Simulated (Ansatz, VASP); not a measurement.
Two plane-wave programs on Al

```
Al
1.0
    -1.60176    1.60176    1.60176
     1.60176   -1.60176    1.60176
     1.60176    1.60176   -1.60176
Al
1
Cartesian
  0.0000 0.0000 0.0000
```

Alike in both runs: task single point; functional HSE06; k mesh 8 × 8 × 8; occupations fermi-dirac, width 0.05 eV; no spin polarisation.

```csv
,VASP,Ansatz
version,VASP 6.6.1,Ansatz 0.2.0
potentials or method,"VASP PAW PBE potentials, release 64 (Al)",Ansatz PAW
plane-wave cutoff (eV),520,420
valence electrons in the cell,3,3
```

Ansatz gave:

- gap on the k mesh at the Fermi level (eV): none
- pressure (GPa): 1.7

Q: Estimate VASP's values.

A: gap on the k mesh at the Fermi level (eV): none; pressure (GPa): 1.9.

A gap of «none» marks a metal or a gap that the smearing closes.
